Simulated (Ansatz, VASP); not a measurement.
## Bi: VASP beside Ansatz

Contents of INCAR:

```
SYSTEM = Bi
PREC = Accurate ; ENCUT = 600
EDIFF = 1E-6 ; ISMEAR = 0
SIGMA = 0.1 ; LREAL = .FALSE.
LASPH = .TRUE. ; NELM = 60
ALGO = Normal ; ISIF = 3
LWAVE = .FALSE. ; LCHARG = .FALSE.
GGA = PE ; IBRION = 2
NSW = 90 ; EDIFFG = -0.04
```

File KPOINTS:

```
Automatic mesh
0
G
  6 6 4
  0 0 0
```

POSCAR

```
Bi
1.0
    2.7043222400      0.0000000000      0.0000000000
    0.0000000000      2.7043222400      0.0000000000
    0.0000000000      0.0000000000      4.9665648200
Bi
1
Direct
    0.5000000000      0.5000000000      0.0000000000
```

Input for Ansatz:

```yaml
crystal:
  lattice:
    - [2.70432224, 0.0, 0.0]
    - [0.0, 2.70432224, 0.0]
    - [0.0, 0.0, 4.96656482]
  atoms:
    - { symbol: Bi, position: [0.5, 0.5, 0.0] }
basis:
  ecutwfc: 420
kpoints:
  mp_grid: { grid: [6, 6, 4] }
hamiltonian:
  xc: pbe
scf:
  occupations: { method: gaussian, width: 0.1 }
  lower_state_search: "off"
output:
  forces: true
  stress: true
  eigenvalues: true
relax:
  adjacent_minimum: "off"
  f_tol: 0.04
  max_steps: 70
  cell: { stress_tol: 0.4 }
```

Alike in both runs: task relaxation of cell and atoms; functional PBE; k mesh 6 × 6 × 4; occupations gaussian, width 0.1 eV; no spin polarisation.

|  | VASP | Ansatz |
| --- | --- | --- |
| version | VASP 6.6.1 | Ansatz 0.2.0 |
| potentials or method | VASP PAW PBE potentials, release 64 (Bi_d), cutoff 600 eV | scalar-relativistic, plane waves, PAW |
| valence electrons in the cell | 15 | 15 |

VASP gave:

- gap on the k mesh at the Fermi level, each at its own relaxed structure (eV): none
- relaxed volume (Å³/atom): 35.52
- relaxed cell length with the largest relative difference (Å): 3.477

Task: Estimate Ansatz's values.

Result: gap on the k mesh at the Fermi level, each at its own relaxed structure (eV): none; relaxed volume (Å³/atom): 35.55; relaxed cell length with the largest relative difference (Å): 3.480.

A gap of «none» marks a metal or a gap that the smearing closes.

The k mesh is coarse, so the values compare programs but aren't converged. Spin-orbit coupling is off throughout.
